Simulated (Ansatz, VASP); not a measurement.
**Two plane-wave programs on ZnS**

Contents of POSCAR:

```
ZnS
1.0
    1.8872848626      1.0896244234      9.2753427243
   -1.8872848626      1.0896244234      9.2753427243
    0.0000000000     -2.1792488469      9.2753427243
Zn S
3 3
Direct
    0.9999875142      0.9999875142      0.9999875142
    0.2222958704      0.2222958704      0.2222958704
    0.4445845393      0.4445845393      0.4445845393
    0.0832499912      0.0832499912      0.0832499912
    0.5278179663      0.5278179663      0.5278179663
    0.3053901186      0.3053901186      0.3053901186
```

The input INCAR.step1:

```
SYSTEM = ZnS
ALGO = Normal
EDIFF = 1E-4
ENCUT = 520
GGA = PE
ISMEAR = 0
LASPH = .TRUE.
LCHARG = .FALSE.
LREAL = .FALSE.
LWAVE = .TRUE.
NBANDS = 36
NELM = 100
PREC = Accurate
SIGMA = 0.01
```

Contents of INCAR.step2:

```
SYSTEM = ZnS
ALGO = Normal
EDIFF = 1E-7
ENCUT = 520
ISIF = 2
ISMEAR = 0
ISTART = 1
LASPH = .TRUE.
LCHARG = .TRUE.
LELF = .TRUE.
LMIXTAU = .TRUE.
LREAL = .FALSE.
LVHAR = .TRUE.
LWAVE = .FALSE.
METAGGA = R2SCAN
NBANDS = 36
NELM = 100
PREC = Accurate
SIGMA = 0.01
```

File KPOINTS:

```
k-points
0
G
  8 8 8
  0 0 0
```

Input for Ansatz:

```yaml
crystal:
  lattice:
    - [1.8872848626, 1.0896244234, 9.2753427243]
    - [-1.8872848626, 1.0896244234, 9.2753427243]
    - [0.0, -2.1792488469, 9.2753427243]
  atoms:
    - { symbol: Zn, position: [0.9999875142, 0.9999875142, 0.9999875142] }
    - { symbol: Zn, position: [0.2222958704, 0.2222958704, 0.2222958704] }
    - { symbol: Zn, position: [0.4445845393, 0.4445845393, 0.4445845393] }
    - { symbol: S, position: [0.0832499912, 0.0832499912, 0.0832499912] }
    - { symbol: S, position: [0.5278179663, 0.5278179663, 0.5278179663] }
    - { symbol: S, position: [0.3053901186, 0.3053901186, 0.3053901186] }
kpoints:
  mp_grid: { grid: [8, 8, 8] }
  band_path:
    path:
      - [0.0, 0.0, 0.0]
      - [-0.5, -0.5, -0.5]
      - [-0.5, -0.1758669768, -0.8241330232]
      - [-0.1758669768, 0.1758669768, -0.5]
      - [0.0, 0.0, -0.5]
      - [0.0, 0.3379334884, -0.3379334884]
      - [-0.3379334884, 0.0, -0.6620665116]
      - [-0.5, 0.0, -0.5]
    npoints: 1
hamiltonian:
  xc: r2scan
scf:
  occupations: { method: fixed }
  n_extra_bands: 5
output:
  forces: true
  stress: true
  eigenvalues: true
```

Change from the starting cell: hydrostatic strain -0.9%.

Alike in both runs: task single point; functional r2SCAN; k mesh 8 × 8 × 8; no spin polarisation.

```csv
,VASP,Ansatz
version,VASP 6.6.1,Ansatz 0.2.0
potentials or method,"VASP PAW PBE potentials, release 64 (Zn, S)","plane waves, PAW"
plane-wave cutoff (eV),520,500
occupations,"gaussian, width 0.01 eV",fixed
valence electrons in the cell,54,54
```

Ansatz gave:

| Property | Result |
| --- | --- |
| gap on the k mesh at the Fermi level (eV) | 2.88 |
| pressure (GPa) | 2.2 |

Task: Which values does VASP return?

Result: gap on the k mesh at the Fermi level (eV): 2.89; pressure (GPa): 2.2.

VASP's potentials were made for PBE, not for r2SCAN.
